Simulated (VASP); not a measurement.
Input of a VASP 6.6.1 run:

Contents of INCAR:

```
SYSTEM = BN
  ALGO = Normal
  EDIFF = 1E-6
  ENCUT = 520
  GGA = PE
  ISIF = 2
  ISMEAR = 0
  LASPH = .True.
  LCHARG = .False.
  LREAL = .False.
  LWAVE = .False.
  NBANDS = 36
  NELM = 60
  PREC = Accurate
  SIGMA = 0.05
```

Contents of KPOINTS:

```
k-points
0
Gamma
  10 10 2
  0 0 0
```

The input POSCAR:

```
BN
1.0
    1.8123485118     -1.8123485118      0.0000000000
    1.8123485118      0.0000000000     -1.8123485118
    7.8536310412      6.9472755505      6.9472755505
B N
6 6
Direct
    0.9340201400     -0.0659798600      0.3958000000
    0.2951368067      0.2951368067      0.2291333333
    0.5729034733      0.5729034733      0.5624666667
    0.8506701400      0.8506701400      0.8958000000
    0.2117868067      0.2117868067      0.7291333333
    0.6562534733      0.6562534733      0.0624666667
    0.5937409733      0.5937409733      0.4374666667
   -0.0451423600     -0.0451423600      0.2708000000
    0.2326243067      0.2326243067      0.6041333333
    0.5103909733      0.5103909733      0.9374666667
   -0.1284923600     -0.1284923600      0.7708000000
    0.3159743067      0.3159743067      0.1041333333
```

Potentials or basis: VASP PAW PBE potentials, release 64 (B, N).

Command:

```console
$ cat potpaw_PBE.64/B/POTCAR potpaw_PBE.64/N/POTCAR > POTCAR
$ mpirun -np 1 vasp_std > vasp.out
```

(1) Predict the band gap on the k mesh.

(2) Predict the pressure.

(3) What does it give for the largest force?

Answers

(1) 3.28 eV (least direct gap 4.63 eV).

(2) 1.1 GPa.

(3) 3.841 eV/Å.

Caveat: the cell differs from its parent crystal (the part above a cut slid along it); the stress differs along the axes, from -18 to 11 GPa; forces of over 1 eV/Å act on the atoms, so gaps and moduli don't describe the material at rest.
